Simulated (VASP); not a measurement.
# Si3B4 (Pm-3m) in VASP: further runs

Runs on Si3B4. Level: PBE. Tasks: single point.

Everything below comes from runs of VASP 6.6.1. Logs are shortened: lines on timing, memory, paths and dates and some standing lists are left out, and cuts for length are marked.

### 1 The cell of the first run

It takes space group Pm-3m (No. 221, cubic). Conventional cell: a = 4.147 Å, b = 4.147 Å, c = 4.147 Å, α = 90.00°, β = 90.00°, γ = 90.00°. Within 2.7 Å of Si (site symmetry 4/mmm) lie 4 B at 2.07 Å. B (site symmetry 4/mmm) has 4 Si at 2.07 Å and 2 B at 2.07 Å within 2.7 Å. B (site symmetry m-3m) has 6 B at 2.07 Å within 2.7 Å.

The cell was built from a structure type or drawn by symmetry, and may not be a known phase.

### 2 Single point, PBE

File INCAR:

```
SYSTEM = Si3B4
  PREC = Accurate
  ENCUT = 500
  EDIFF = 1E-6
  ISMEAR = 0
  SIGMA = 0.2
  LREAL = .False.
  LASPH = .True.
  NELM = 120
  ALGO = Normal
  ISIF = 2
  LWAVE = .False.
  LCHARG = .True.
  GGA = PE
  LELF = .True.
  LVHAR = .True.
  NBANDS = 21
  GGA_COMPAT = .False.
```

File KPOINTS:

```
regular mesh
0
Gamma
  4 4 4
  0 0 0
```

File POSCAR:

```
Si3B4
1.0
    4.1468373053      0.0000000000      0.0000000000
    0.0000000000      4.1468373053      0.0000000000
    0.0000000000      0.0000000000      4.1468373053
Si B
3 4
Direct
    0.0000000000      0.5000000000      0.5000000000
    0.5000000000      0.0000000000      0.5000000000
    0.5000000000      0.5000000000      0.0000000000
    0.5000000000      0.0000000000      0.0000000000
    0.0000000000      0.5000000000      0.0000000000
    0.0000000000      0.0000000000      0.5000000000
    0.0000000000      0.0000000000      0.0000000000
```

Potentials or basis: VASP PAW PBE potentials, release 64 (Si, B).

Command:

```bash
> cat potpaw_PBE.64/Si/POTCAR potpaw_PBE.64/B/POTCAR > POTCAR
> mpirun -np 1 vasp_std > vasp.out
```

OUTCAR:

```text
SYSTEM = Si3B4
   PREC = Accurate
   ENCUT = 500
   EDIFF = 1E-6
   ISMEAR = 0
   LREAL = .False.
   LASPH = .True.
   NELM = 120
   ISIF = 2
   GGA = PE

 ion  position               nearest neighbor table
   1  0.000  0.500  0.500-   5 2.07   6 2.07   5 2.07   6 2.07   3 2.93   2 2.93   2 2.93   3 2.93
                             2 2.93   3 2.93   3 2.93   2 2.93
   2  0.500  0.000  0.500-   4 2.07   6 2.07   4 2.07   6 2.07   3 2.93   1 2.93   1 2.93   3 2.93
                             3 2.93   1 2.93   3 2.93   1 2.93
   3  0.500  0.500  0.000-   4 2.07   5 2.07   4 2.07   5 2.07   1 2.93   2 2.93   2 2.93   1 2.93
                             2 2.93   1 2.93   2 2.93   1 2.93
   4  0.500  0.000  0.000-   2 2.07   3 2.07   7 2.07   2 2.07   3 2.07   7 2.07
   5  0.000  0.500  0.000-   1 2.07   3 2.07   7 2.07   1 2.07   7 2.07   3 2.07
   6  0.000  0.000  0.500-   1 2.07   2 2.07   7 2.07   7 2.07   1 2.07   2 2.07
   7  0.000  0.000  0.000-   4 2.07   5 2.07   6 2.07   6 2.07   5 2.07   4 2.07

  LATTYP: Found a simple cubic cell.
 ALAT       =     4.1468373053

  Lattice vectors:

 A1 = (   4.1468373053,   0.0000000000,   0.0000000000)
 A2 = (   0.0000000000,   4.1468373053,   0.0000000000)
 A3 = (   0.0000000000,   0.0000000000,   4.1468373053)

Analysis of symmetry for initial positions (statically):
=====================================================================
 Subroutine PRICEL returns:
 Original cell was already a primitive cell.

 Routine SETGRP: Setting up the symmetry group for a
 simple cubic supercell.

 Subroutine GETGRP returns: Found 48 space group operations
 (whereof 48 operations were pure point group operations)
 out of a pool of 48 trial point group operations.

The static configuration has the point symmetry O_h .

Analysis of symmetry for dynamics (positions and initial velocities):
=====================================================================
 Subroutine PRICEL returns:
 Original cell was already a primitive cell.

 Routine SETGRP: Setting up the symmetry group for a
 simple cubic supercell.

 Subroutine GETGRP returns: Found 48 space group operations
 (whereof 48 operations were pure point group operations)
 out of a pool of 48 trial point group operations.

The dynamic configuration has the point symmetry O_h .

 Subroutine INISYM returns: Found 48 space group operations
 (whereof 48 operations are pure point group operations),
 and found     1 'primitive' translations

----------------------------------------------------------------------------------------

                                     Primitive cell

  volume of cell :      71.3101

  direct lattice vectors                    reciprocal lattice vectors
     4.146837305  0.000000000  0.000000000     0.241147633  0.000000000  0.000000000
     0.000000000  4.146837305  0.000000000     0.000000000  0.241147633  0.000000000
     0.000000000  0.000000000  4.146837305     0.000000000  0.000000000  0.241147633

  length of vectors
     4.146837305  4.146837305  4.146837305     0.241147633  0.241147633  0.241147633

  position of ions in fractional coordinates (direct lattice)
     0.000000000  0.500000000  0.500000000
     0.500000000  0.000000000  0.500000000
     0.500000000  0.500000000  0.000000000
     0.500000000  0.000000000  0.000000000
     0.000000000  0.500000000  0.000000000
     0.000000000  0.000000000  0.500000000
     0.000000000  0.000000000  0.000000000

  ion indices of the primitive-cell ions
   primitive index   ion index
                 1           1
                 2           2
                 3           3
                 4           4
                 5           5
                 6           6
                 7           7

----------------------------------------------------------------------------------------

 KPOINTS: regular mesh

Automatic generation of k-mesh.
 Grid dimensions read from file:
 generate k-points for:    4    4    4

 Generating k-lattice:

  Cartesian coordinates                     Fractional coordinates (reciprocal lattice)
     0.060286908  0.000000000  0.000000000     0.250000000  0.000000000  0.000000000
     0.000000000  0.060286908  0.000000000     0.000000000  0.250000000  0.000000000
     0.000000000  0.000000000  0.060286908     0.000000000  0.000000000  0.250000000

  Length of vectors
     0.060286908  0.060286908  0.060286908

  Shift w.r.t. Gamma in fractional coordinates (k-lattice)
     0.000000000  0.000000000  0.000000000

 Subroutine IBZKPT returns following result:
 ===========================================

 Found     10 irreducible k-points:

 Following reciprocal coordinates:
            Coordinates               Weight
  0.000000  0.000000  0.000000      1.000000
  0.250000  0.000000  0.000000      6.000000
  0.500000  0.000000  0.000000      3.000000
  0.250000  0.250000  0.000000     12.000000
  0.500000  0.250000  0.000000     12.000000
  0.500000  0.500000  0.000000      3.000000
  0.250000  0.250000  0.250000      8.000000
  0.500000  0.250000  0.250000     12.000000
  0.500000  0.500000  0.250000      6.000000
  0.500000  0.500000  0.500000      1.000000
   k-points           NKPTS =     10   k-points in BZ     NKDIM =     10   number of bands    NBANDS=     21
   number of dos      NEDOS =    301   number of ions     NIONS =      7
   total plane-waves  NPLWV =  27000
   dimension x,y,z NGX =    30 NGY =   30 NGZ =   30
   dimension x,y,z NGXF=    60 NGYF=   60 NGZF=   60
   ions per type =               3   4
   NGX,Y,Z   is equivalent  to a cutoff of  12.03, 12.03, 12.03 a.u.
   NGXF,Y,Z  is equivalent  to a cutoff of  24.05, 24.05, 24.05 a.u.
 SYSTEM =  Si3B4
   PREC   = accura    normal or accurate (medium, high low for compatibility)
   ISTART =      0    job   : 0-new  1-cont  2-samecut
   ICHARG =      2    charge: 1-file 2-atom 10-const
   ISPIN  =      1    spin polarized calculation?
   LNONCOLLINEAR =      F non collinear calculations
   LSORBIT =      F    spin-orbit coupling
   LASPH  =      T    aspherical Exc in radial PAW
   ENCUT  =  500.0 eV  36.75 Ry    6.06 a.u.   7.56  7.56  7.56*2*pi/ulx,y,z
   NELM   =    120;   NELMIN=  2; NELMDL= -5     # of ELM steps
   EDIFF  = 0.1E-05   stopping-criterion for ELM
   LREAL  =      F    real-space projection
   EDIFFG = 0.1E-04   stopping-criterion for IOM
   NSW    =      0    number of steps for IOM
   IBRION =     -1    ionic relax: 0-MD 1-quasi-New 2-CG
   NFREE  =      0    steps in history (QN), initial steepest desc. (CG)
   ISIF   =      2    stress and relaxation
   ISYM   =      2    0-nonsym 1-usesym 2-fastsym
   POTIM  = 0.5000    time-step for ionic-motion
   TEBEG  =    0.0;   TEEND  =   0.0 temperature during run
   PSTRESS=    0.0 pullay stress
   NELECT =      24.0000    total number of electrons
   NUPDOWN=      -1.0000    fix difference up-down
   EMIN   =  10.00;   EMAX   =-10.00  energy-range for DOS
   EFERMI =   0.00;   METHOD = LEGACY
   ISMEAR =     0;   SIGMA  =   0.20  broadening in eV -4-tet -1-fermi 0-gaus
   EFERMI_NEDOS =   21; number of points for ismear=-14 and -15
   IALGO  =     38    algorithm
   IMIX   =      4    mixing-type and parameters
     AMIX     =   0.40;   BMIX     =  1.00
     AMIX_MAG =   1.60;   BMIX_MAG =  1.00
  volume/ion in A,a.u.               =      10.19        68.75
  Fermi-wavevector in a.u.,A,eV,Ry     =   1.138750  2.151925 17.643365  1.296751
  Thomas-Fermi vector in A             =   2.275454
   LORBIT       =      0    0 simple, 1 ext, 2 COOP (PROOUT), +10 PAW based schemes
   GGA     = PE    functional components
   LHFCALC =     F    Hartree Fock is set to
   AEXX    =    0.0000 exact exchange contribution
   IVDW    =     0    specifies the selected vdW correction
   LEPSILON=     F    determine dielectric tensor
   LRPA    =     F    only Hartree local field effects (RPA)
 non-spin polarized calculation
 Gauss-broadening in eV      SIGMA  =   0.20
  energy-cutoff  :      500.00
  volume of cell :       71.31
 maximum number of plane-waves:      1856
   NGX = 15   NGY = 15   NGZ = 15

 number of electron      23.9999996 magnetization

 Free energy of the ion-electron system (eV)
  ---------------------------------------------------
  ext. energy  EPLUGINS =         0.00000000
  ---------------------------------------------------
  free energy    TOTEN  =       -37.53636533 eV

  energy without entropy =      -37.47985741  energy(sigma->0) =      -37.50811137

 E-fermi :   8.1690     XC(G=0): -11.5212

 val. band max:        8.1075472007   @ k =   0.2500   0.2500   0.0000
 cond. band min:       8.3043876617   @ k =   0.5000   0.2500   0.0000
 fundamental gap:      0.1968404610
 Fermi energy:         8.1690317110

 k-point     1 :       0.0000    0.0000    0.0000
  band No.  band energies     occupation
      1      -6.2241      2.00000
      2       0.8430      2.00000
      3       0.8430      2.00000
      4       1.2702      2.00000
      5       1.2702      2.00000
      6       1.2702      2.00000
[... 13 lines left out ...]
     20      13.5842      0.00000
     21      13.5842      0.00000

 k-point     2 :       0.2500    0.0000    0.0000
  band No.  band energies     occupation
      1      -5.7442      2.00000
      2      -1.9617      2.00000
      3       1.2695      2.00000
      4       1.7221      2.00000
      5       1.7221      2.00000
      6       2.8009      2.00000
[... 13 lines left out ...]
     20      14.3013      0.00000
     21      15.7656      0.00000

 k-point     3 :       0.5000    0.0000    0.0000
  band No.  band energies     occupation
      1      -4.4324      2.00000
      2      -4.1802      2.00000
      3       2.4376      2.00000
      4       2.6205      2.00000
      5       2.7066      2.00000
      6       2.7066      2.00000
[... 13 lines left out ...]
     20      15.1961      0.00000
     21      15.3089      0.00000
[... 121 lines left out ...]
 k-point     9 :       0.5000    0.5000    0.2500
  band No.  band energies     occupation
      1      -2.2501      2.00000
      2      -2.2501      2.00000
      3      -1.9823      2.00000
      4      -1.3018      2.00000
      5       1.4510      2.00000
      6       1.4510      2.00000
[... 13 lines left out ...]
     20      15.1380      0.00000
     21      15.7288      0.00000

 k-point    10 :       0.5000    0.5000    0.5000
  band No.  band energies     occupation
      1      -0.8997      2.00000
      2      -0.8997      2.00000
      3      -0.8997      2.00000
      4      -0.7876      2.00000
      5      -0.7876      2.00000
      6      -0.7876      2.00000
[... 13 lines left out ...]
     20      14.9771      0.00000
     21      15.2001      0.00000

------------------------ aborting loop because EDIFF is reached ----------------------------------------

  FORCE on cell =-STRESS in cart. coord.  units (eV):
  Direction    XX          YY          ZZ          XY          YZ          ZX
  --------------------------------------------------------------------------------------
  -------------------------------------------------------------------------------------
  Total        0.0382301      0.0382301      0.0382301     -0.0000000     -0.0000000     -0.0000000
  in kB        0.8589451      0.8589451      0.8589451     -0.0000000     -0.0000000     -0.0000000
  external PRESSURE =       0.8589451 kB  Pullay stress =       0.0000000 kB

 VOLUME and BASIS-vectors are now :
 -----------------------------------------------------------------------------
  energy-cutoff  :      500.00
  volume of cell :       71.31
      direct lattice vectors                 reciprocal lattice vectors
     4.146837305  0.000000000  0.000000000     0.241147633  0.000000000  0.000000000
     0.000000000  4.146837305  0.000000000     0.000000000  0.241147633  0.000000000
     0.000000000  0.000000000  4.146837305     0.000000000  0.000000000  0.241147633

 POSITION                                       TOTAL-FORCE (eV/Angst)
 -----------------------------------------------------------------------------------
      0.00000      2.07342      2.07342         0.000000      0.000000      0.000000
      2.07342      0.00000      2.07342         0.000000      0.000000      0.000000
      2.07342      2.07342      0.00000         0.000000      0.000000      0.000000
      2.07342      0.00000      0.00000         0.000000      0.000000      0.000000
      0.00000      2.07342      0.00000         0.000000      0.000000      0.000000
      0.00000      0.00000      2.07342         0.000000      0.000000      0.000000
      0.00000      0.00000      0.00000         0.000000      0.000000      0.000000
 -----------------------------------------------------------------------------------
    total drift:                               -0.000000     -0.000000      0.000000

  FREE ENERGIE OF THE ION-ELECTRON SYSTEM (eV)
  ---------------------------------------------------
  free  energy   TOTEN  =       -37.5363653318 eV

  energy  without entropy=      -37.4798574078  energy(sigma->0) =      -37.50811137
```

Run time: 9.5 s. Hardware: 1 thread of Intel Xeon 6975P-C (Granite Rapids), shared host; peak memory 0.16 GiB.

What came out:

| Item | Value |
| --- | --- |
| Free energy | -37.5364 eV |
| Pressure | 0.1 GPa |
| Band gap on the k mesh | zero (bands 12 and 13 overlap by 4.15 eV) |

Caveat: the k points lie up to 0.38 Å⁻¹ apart, too coarse for converged energies and pressures of a metal.

### 3 Single point, PBE

This run uses another cell than the first one, of 11.02 Å³/atom.

File INCAR:

```
ALGO = Normal
EDIFF = 1E-6
ENCUT = 500
GGA = PE
GGA_COMPAT = False
ISIF = 2
ISMEAR = 0
LASPH = True
LCHARG = False
LREAL = False
LWAVE = False
NBANDS = 21
NELM = 120
PREC = Accurate
SIGMA = 0.2
```

File KPOINTS:

```
k-points
0
Gamma
  4 4 4
```

File POSCAR:

```
Si3B4
1.0
    4.2564028767      0.0000000000      0.0000000000
    0.0000000000      4.2564028767      0.0000000000
    0.0000000000      0.0000000000      4.2564028767
Si B
3 4
Direct
    0.0000000000      0.5000000000      0.5000000000
    0.5000000000      0.0000000000      0.5000000000
    0.5000000000      0.5000000000      0.0000000000
    0.5000000000      0.0000000000      0.0000000000
    0.0000000000      0.5000000000      0.0000000000
    0.0000000000      0.0000000000      0.5000000000
    0.5000000000      0.5000000000      0.5000000000
```

Potentials or basis: VASP PAW PBE potentials, release 64 (Si, B).

Command:

```bash
> cat potpaw_PBE.64/Si/POTCAR potpaw_PBE.64/B/POTCAR > POTCAR
> mpirun -np 1 vasp_std > vasp.out
```

Run time: 6.6 s. Hardware: 1 thread of Intel Xeon 6975P-C (Granite Rapids), shared host; peak memory 0.16 GiB.

It converged, with:

```yaml
Free_energy: -36.6454 eV
Pressure: 0.0 GPa
Band_gap_on_the_k_mesh: zero (bands 12 and 13 overlap by 2.45 eV)
```

Levels at points of the mesh, in eV from the Fermi level:
| k point | band 8 | band 9 | band 10 | band 11 | band 12 | band 13 | band 14 | band 15 | band 16 | band 17 |
| --- | --- | --- | --- | --- | --- | --- | --- | --- | --- | --- |
| (0.00, 0.00, 0.00) | -2.35 | -2.35 | -2.35 | -0.46 | -0.46 | -0.46 | 0.82 | 0.82 | 3.84 | 3.84 |
| (0.50, 0.00, 0.00) | -4.41 | -4.41 | -2.71 | -0.65 | -0.65 | -0.05 | 1.21 | 2.05 | 2.05 | 4.14 |
| (0.50, 0.50, 0.00) | -3.89 | -3.85 | -3.85 | -0.64 | -0.06 | 0.76 | 1.35 | 1.35 | 2.93 | 5.12 |
| (0.50, 0.50, 0.50) | -4.02 | 1.30 | 1.30 | 1.30 | 1.61 | 1.61 | 1.61 | 4.12 | 4.12 | 4.85 |

Caveat: the k points lie up to 0.37 Å⁻¹ apart, too coarse for converged energies and pressures of a metal.
